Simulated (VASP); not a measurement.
# Mg3Sn2N2 (R-3m) in VASP: single point with PBE

Aim: the single point of Mg3Sn2N2 with PBE.

Everything below comes from runs of VASP 6.6.1. Logs are shortened: lines on timing, memory, paths and dates and some standing lists are left out, and cuts for length are marked.

### 1 The cell of the first run

The structure is trigonal, space group R-3m (No. 166). Conventional cell: a = 5.596 Å, b = 5.596 Å, c = 13.602 Å, α = 90.00°, β = 90.00°, γ = 120.00°. Mg (site symmetry 2/m) has 4 N at 2.78 to 2.80 Å and 4 Mg at 2.80 Å and 6 Sn at 2.92 to 3.50 Å within 3.7 Å. Sn (site symmetry 3m) has 1 N at 2.10 Å within 2.8 Å. Within 3.7 Å of N (site symmetry -3m) lie 6 Mg at 2.78 Å and 6 Sn at 3.24 Å. N (site symmetry -3m) has 2 Sn at 2.10 Å and 6 Mg at 2.80 Å within 2.8 Å.

### 2 Single point, PBE

Contents of INCAR:

```
ALGO = Normal
EDIFF = 1E-6
ENCUT = 520
GGA = PE
ISIF = 2
ISMEAR = 0
LASPH = True
LCHARG = False
LREAL = False
LWAVE = False
NBANDS = 31
NELM = 100
PREC = Accurate
SIGMA = 0.2
```

Contents of KPOINTS:

```
k-points
0
Gamma
  4 4 4
```

Contents of POSCAR:

```
Mg3Sn2N2
1.0
    2.7979630292      1.6154047098      4.5341142009
   -2.7979630292      1.6154047098      4.5341142009
    0.0000000000     -3.2308094145      4.5341142027
Mg Sn N
3 2 2
Direct
    0.0000000000      0.0000000000      0.5000000000
    0.5000000000      0.0000000000      0.0000000000
    0.0000000000      0.5000000000      0.0000000000
    0.3455842082      0.3455842082      0.3455842082
    0.6544157918      0.6544157918      0.6544157918
    0.0000000000      0.0000000000      0.0000000000
    0.5000000000      0.5000000000      0.5000000000
```

Potentials or basis: VASP PAW PBE potentials, release 64 (Mg, Sn_d, N).

Started as:

```
> cat potpaw_PBE.64/Mg/POTCAR potpaw_PBE.64/Sn_d/POTCAR potpaw_PBE.64/N/POTCAR > POTCAR
> mpirun -np 1 vasp_std > vasp.out
```

OUTCAR:

```text
EDIFF = 1E-6
   ENCUT = 520
   GGA = PE
   ISIF = 2
   ISMEAR = 0
   LASPH = True
   LREAL = False
   NELM = 100
   PREC = Accurate

 ion  position               nearest neighbor table
   1  0.000  0.000  0.500-   2 2.80   3 2.80   3 2.80   2 2.80   4 2.92   5 2.92   5 3.50   4 3.50
                             5 3.50   4 3.50
   2  0.500  0.000  0.000-   3 2.80   3 2.80   1 2.80   1 2.80   4 2.92   5 2.92   4 3.50   5 3.50
                             5 3.50   4 3.50
   3  0.000  0.500  0.000-   2 2.80   2 2.80   1 2.80   1 2.80   4 2.92   5 2.92   4 3.50   5 3.50
                             5 3.50   4 3.50
   4  0.346  0.346  0.346-   7 2.10   3 2.92   2 2.92   1 2.92   5 3.25   5 3.25   5 3.25   1 3.50
                             1 3.50   3 3.50   2 3.50   2 3.50   3 3.50
   5  0.654  0.654  0.654-   7 2.10   3 2.92   2 2.92   1 2.92   4 3.25   4 3.25   4 3.25   1 3.50
                             1 3.50   2 3.50   3 3.50   2 3.50   3 3.50
   6  0.000  0.000  0.000-
   7  0.500  0.500  0.500-   4 2.10   5 2.10

  LATTYP: Found a trigonal (rhomboedric) cell.
 ALAT       =     5.5674339759
 COS(alpha) =     0.4948692722

  Lattice vectors:

 A1 = (   2.7979630292,   1.6154047098,   4.5341142009)
 A2 = (  -2.7979630292,   1.6154047098,   4.5341142009)
 A3 = (   0.0000000000,  -3.2308094145,   4.5341142027)

Analysis of symmetry for initial positions (statically):
=====================================================================
 Subroutine PRICEL returns:
 Original cell was already a primitive cell.

 Routine SETGRP: Setting up the symmetry group for a
 trigonal (rhombohedral) supercell.

 Subroutine GETGRP returns: Found 12 space group operations
 (whereof 12 operations were pure point group operations)
 out of a pool of 12 trial point group operations.

The static configuration has the point symmetry D_3d.

Analysis of symmetry for dynamics (positions and initial velocities):
=====================================================================
 Subroutine PRICEL returns:
 Original cell was already a primitive cell.

 Routine SETGRP: Setting up the symmetry group for a
 trigonal (rhombohedral) supercell.

 Subroutine GETGRP returns: Found 12 space group operations
 (whereof 12 operations were pure point group operations)
 out of a pool of 12 trial point group operations.

The dynamic configuration has the point symmetry D_3d.

 Subroutine INISYM returns: Found 12 space group operations
 (whereof 12 operations are pure point group operations),
 and found     1 'primitive' translations

----------------------------------------------------------------------------------------

                                     Primitive cell

  volume of cell :     122.9609

  direct lattice vectors                    reciprocal lattice vectors
     2.797963029  1.615404710  4.534114201     0.178701432  0.103173320  0.073516748
    -2.797963029  1.615404710  4.534114201    -0.178701432  0.103173320  0.073516748
     0.000000000 -3.230809414  4.534114203     0.000000000 -0.206346640  0.073516749

  length of vectors
     5.567433976  5.567433976  5.567433976     0.219051702  0.219051702  0.219051702

  position of ions in fractional coordinates (direct lattice)
     0.000000000  0.000000000  0.500000000
     0.500000000  0.000000000  0.000000000
     0.000000000  0.500000000  0.000000000
     0.345584208  0.345584208  0.345584208
     0.654415792  0.654415792  0.654415792
     0.000000000  0.000000000  0.000000000
     0.500000000  0.500000000  0.500000000

  ion indices of the primitive-cell ions
   primitive index   ion index
                 1           1
                 2           2
                 3           3
                 4           4
                 5           5
                 6           6
                 7           7

----------------------------------------------------------------------------------------

 KPOINTS: k-points

Automatic generation of k-mesh.
 Grid dimensions read from file:
 generate k-points for:    4    4    4

 Generating k-lattice:

  Cartesian coordinates                     Fractional coordinates (reciprocal lattice)
     0.044675358  0.025793330  0.018379187     0.250000000  0.000000000  0.000000000
    -0.044675358  0.025793330  0.018379187     0.000000000  0.250000000  0.000000000
     0.000000000 -0.051586660  0.018379187     0.000000000  0.000000000  0.250000000

  Length of vectors
     0.054762925  0.054762925  0.054762925

  Shift w.r.t. Gamma in fractional coordinates (k-lattice)
     0.000000000  0.000000000  0.000000000

 Subroutine IBZKPT returns following result:
 ===========================================

 Found     13 irreducible k-points:

 Following reciprocal coordinates:
            Coordinates               Weight
  0.000000  0.000000  0.000000      1.000000
  0.250000  0.000000  0.000000      6.000000
  0.500000  0.000000  0.000000      3.000000
  0.250000  0.250000  0.000000      6.000000
  0.500000  0.250000 -0.000000     12.000000
 -0.250000  0.250000  0.000000      6.000000
  0.500000  0.500000  0.000000      3.000000
  0.250000  0.250000  0.250000      2.000000
  0.500000  0.250000  0.250000      6.000000
 -0.250000  0.250000  0.250000      6.000000
  0.500000  0.500000  0.250000      6.000000
 -0.250000  0.500000  0.250000      6.000000
  0.500000  0.500000  0.500000      1.000000
   k-points           NKPTS =     13   k-points in BZ     NKDIM =     13   number of bands    NBANDS=     31
   number of dos      NEDOS =    301   number of ions     NIONS =      7
   total plane-waves  NPLWV =  74088
   dimension x,y,z NGX =    42 NGY =   42 NGZ =   42
   dimension x,y,z NGXF=    84 NGYF=   84 NGZF=   84
   ions per type =               3   2   2
   NGX,Y,Z   is equivalent  to a cutoff of  12.54, 12.54, 12.54 a.u.
   NGXF,Y,Z  is equivalent  to a cutoff of  25.08, 25.08, 25.08 a.u.
 SYSTEM =  unknown system
   PREC   = accura    normal or accurate (medium, high low for compatibility)
   ISTART =      0    job   : 0-new  1-cont  2-samecut
   ICHARG =      2    charge: 1-file 2-atom 10-const
   ISPIN  =      1    spin polarized calculation?
   LNONCOLLINEAR =      F non collinear calculations
   LSORBIT =      F    spin-orbit coupling
   LASPH  =      T    aspherical Exc in radial PAW
   ENCUT  =  520.0 eV  38.22 Ry    6.18 a.u.  10.35 10.35 10.35*2*pi/ulx,y,z
   NELM   =    100;   NELMIN=  2; NELMDL= -5     # of ELM steps
   EDIFF  = 0.1E-05   stopping-criterion for ELM
   LREAL  =      F    real-space projection
[... 7 lines left out ...]
   TEBEG  =    0.0;   TEEND  =   0.0 temperature during run
   PSTRESS=    0.0 pullay stress
   NELECT =      44.0000    total number of electrons
   NUPDOWN=      -1.0000    fix difference up-down
   EMIN   =  10.00;   EMAX   =-10.00  energy-range for DOS
   EFERMI =   0.00;   METHOD = LEGACY
   ISMEAR =     0;   SIGMA  =   0.20  broadening in eV -4-tet -1-fermi 0-gaus
   EFERMI_NEDOS =   21; number of points for ismear=-14 and -15
   IALGO  =     38    algorithm
   IMIX   =      4    mixing-type and parameters
     AMIX     =   0.40;   BMIX     =  1.00
     AMIX_MAG =   1.60;   BMIX_MAG =  1.00
  volume/ion in A,a.u.               =      17.57       118.54
  Fermi-wavevector in a.u.,A,eV,Ry     =   1.162260  2.196353 18.379415  1.350849
  Thomas-Fermi vector in A             =   2.298823
   LORBIT       =      0    0 simple, 1 ext, 2 COOP (PROOUT), +10 PAW based schemes
   GGA     = PE    functional components
   LHFCALC =     F    Hartree Fock is set to
   AEXX    =    0.0000 exact exchange contribution
   IVDW    =     0    specifies the selected vdW correction
   LEPSILON=     F    determine dielectric tensor
   LRPA    =     F    only Hartree local field effects (RPA)
 non-spin polarized calculation
 Gauss-broadening in eV      SIGMA  =   0.20
  energy-cutoff  :      520.00
  volume of cell :      122.96
 maximum number of plane-waves:      3329
 NGX is ok and might be reduce to    42
   NGX = 21   NGY = 21   NGZ = 21

 number of electron      44.0000012 magnetization

 Free energy of the ion-electron system (eV)
  ---------------------------------------------------
  ext. energy  EPLUGINS =         0.00000000
  ---------------------------------------------------
  free energy    TOTEN  =       -24.82445994 eV

  energy without entropy =      -24.77459883  energy(sigma->0) =      -24.79952938

 E-fermi :   5.9834     XC(G=0): -10.0611

 val. band max:        5.9708906652   @ k =   0.2500   0.2500   0.2500
 cond. band min:       5.9884434784   @ k =   0.2500   0.2500   0.0000
 fundamental gap:      0.0175528132
 Fermi energy:         5.9834388822

 k-point     1 :       0.0000    0.0000    0.0000
  band No.  band energies     occupation
      1     -15.8130      2.00000
      2     -15.7129      2.00000
      3     -15.7129      2.00000
      4     -15.6822      2.00000
      5     -15.6822      2.00000
      6     -15.6663      2.00000
[... 23 lines left out ...]
     30      10.6055      0.00000
     31      10.6966      0.00000

 k-point     2 :       0.2500    0.0000    0.0000
  band No.  band energies     occupation
      1     -15.8063      2.00000
      2     -15.7318      2.00000
      3     -15.7315      2.00000
      4     -15.6783      2.00000
      5     -15.6743      2.00000
      6     -15.6605      2.00000
[... 23 lines left out ...]
     30      10.5053      0.00000
     31      10.6874      0.00000

 k-point     3 :       0.5000    0.0000    0.0000
  band No.  band energies     occupation
      1     -15.7976      2.00000
      2     -15.7480      2.00000
      3     -15.7441      2.00000
      4     -15.6790      2.00000
      5     -15.6711      2.00000
      6     -15.6536      2.00000
[... 23 lines left out ...]
     30      10.8244      0.00000
     31      11.2632      0.00000

 k-point     4 :       0.2500    0.2500    0.0000
  band No.  band energies     occupation
      1     -15.8000      2.00000
      2     -15.7312      2.00000
      3     -15.7289      2.00000
      4     -15.6816      2.00000
      5     -15.6746      2.00000
      6     -15.6682      2.00000
[... 23 lines left out ...]
     30      10.6509      0.00000
     31      10.6676      0.00000

 k-point     5 :       0.5000    0.2500   -0.0000
  band No.  band energies     occupation
      1     -15.7912      2.00000
      2     -15.7551      2.00000
      3     -15.7333      2.00000
      4     -15.6779      2.00000
      5     -15.6714      2.00000
      6     -15.6604      2.00000
[... 23 lines left out ...]
     30      11.2604      0.00000
     31      11.4155      0.00000

 k-point     6 :      -0.2500    0.2500    0.0000
  band No.  band energies     occupation
      1     -15.7993      2.00000
      2     -15.7545      2.00000
      3     -15.7335      2.00000
      4     -15.6775      2.00000
      5     -15.6629      2.00000
      6     -15.6602      2.00000
[... 23 lines left out ...]
     30      10.2785      0.00000
     31      10.9920      0.00000

 k-point     7 :       0.5000    0.5000    0.0000
  band No.  band energies     occupation
      1     -15.7862      2.00000
      2     -15.7438      2.00000
      3     -15.7307      2.00000
      4     -15.7053      2.00000
      5     -15.6705      2.00000
      6     -15.6606      2.00000
[... 23 lines left out ...]
     30      10.6068      0.00000
     31      11.1915      0.00000

 k-point     8 :       0.2500    0.2500    0.2500
  band No.  band energies     occupation
      1     -15.7914      2.00000
      2     -15.7127      2.00000
      3     -15.7127      2.00000
      4     -15.6885      2.00000
      5     -15.6801      2.00000
      6     -15.6801      2.00000
[... 23 lines left out ...]
     30      10.8828      0.00000
     31      10.8828      0.00000

 k-point     9 :       0.5000    0.2500    0.2500
  band No.  band energies     occupation
      1     -15.7806      2.00000
      2     -15.7371      2.00000
      3     -15.7315      2.00000
      4     -15.6885      2.00000
      5     -15.6754      2.00000
      6     -15.6642      2.00000
[... 23 lines left out ...]
     30      10.4681      0.00000
     31      11.0374      0.00000

 k-point    10 :      -0.2500    0.2500    0.2500
  band No.  band energies     occupation
      1     -15.7922      2.00000
      2     -15.7440      2.00000
      3     -15.7424      2.00000
      4     -15.6847      2.00000
      5     -15.6749      2.00000
      6     -15.6578      2.00000
[... 23 lines left out ...]
     30      10.6925      0.00000
     31      11.1194      0.00000

 k-point    11 :       0.5000    0.5000    0.2500
  band No.  band energies     occupation
      1     -15.7707      2.00000
      2     -15.7315      2.00000
      3     -15.7312      2.00000
      4     -15.7064      2.00000
      5     -15.6714      2.00000
      6     -15.6664      2.00000
[... 23 lines left out ...]
     30      11.1156      0.00000
     31      11.1840      0.00000

 k-point    12 :      -0.2500    0.5000    0.2500
  band No.  band energies     occupation
      1     -15.7823      2.00000
      2     -15.7559      2.00000
      3     -15.7321      2.00000
      4     -15.6865      2.00000
      5     -15.6721      2.00000
      6     -15.6593      2.00000
[... 23 lines left out ...]
     30      11.1865      0.00000
     31      11.3208      0.00000

 k-point    13 :       0.5000    0.5000    0.5000
  band No.  band energies     occupation
      1     -15.7436      2.00000
      2     -15.7368      2.00000
      3     -15.7126      2.00000
      4     -15.7126      2.00000
      5     -15.6778      2.00000
      6     -15.6778      2.00000
[... 23 lines left out ...]
     30      11.1552      0.00000
     31      11.1552      0.00000

------------------------ aborting loop because EDIFF is reached ----------------------------------------

  FORCE on cell =-STRESS in cart. coord.  units (eV):
  Direction    XX          YY          ZZ          XY          YZ          ZX
  --------------------------------------------------------------------------------------
  -------------------------------------------------------------------------------------
  Total       -0.0248838     -0.0248838     -0.2122472      0.0000000     -0.0000000     -0.0000000
  in kB       -0.3242347     -0.3242347     -2.7655756      0.0000000     -0.0000000     -0.0000000
  external PRESSURE =      -1.1380150 kB  Pullay stress =       0.0000000 kB

 VOLUME and BASIS-vectors are now :
 -----------------------------------------------------------------------------
  energy-cutoff  :      520.00
  volume of cell :      122.96
      direct lattice vectors                 reciprocal lattice vectors
     2.797963029  1.615404710  4.534114201     0.178701432  0.103173320  0.073516748
    -2.797963029  1.615404710  4.534114201    -0.178701432  0.103173320  0.073516748
     0.000000000 -3.230809414  4.534114203     0.000000000 -0.206346640  0.073516749

 POSITION                                       TOTAL-FORCE (eV/Angst)
 -----------------------------------------------------------------------------------
      0.00000     -1.61540      2.26706         0.000000     -0.000000      0.000000
      1.39898      0.80770      2.26706         0.000000     -0.000000      0.000000
     -1.39898      0.80770      2.26706         0.000000     -0.000000     -0.000000
      0.00000      0.00000      4.70075         0.000000      0.000000      0.008083
      0.00000      0.00000      8.90159         0.000000     -0.000000     -0.008083
      0.00000      0.00000      0.00000         0.000000     -0.000000      0.000000
      0.00000      0.00000      6.80117        -0.000000     -0.000000      0.000000
 -----------------------------------------------------------------------------------
    total drift:                               -0.000000     -0.000000      0.000000

  FREE ENERGIE OF THE ION-ELECTRON SYSTEM (eV)
  ---------------------------------------------------
  free  energy   TOTEN  =       -24.8244599353 eV

  energy  without entropy=      -24.7745988299  energy(sigma->0) =      -24.79952938
```

It took 38 s on 1 thread of Intel Xeon 6975P-C (Granite Rapids), shared host; peak memory 0.26 GiB.

What came out:

```
Free energy            : -24.8245 eV
Pressure               : -0.1 GPa
Largest force          : 0.008 eV/Å
Band gap on the k mesh : zero (band 22 reaches 6.30 eV, above the bottom of band 23 at 4.05 eV)
```

Forces on the atoms (eV/Å):
```
Mg   0.000  0.000  0.000
Mg   0.000  0.000  0.000
Mg   0.000  0.000  0.000
Sn   0.000  0.000  0.008
Sn   0.000  0.000 -0.008
N    0.000  0.000  0.000
N    0.000  0.000  0.000
```

Caveat: spin-orbit coupling is left out, which moves the levels of the heavy elements.
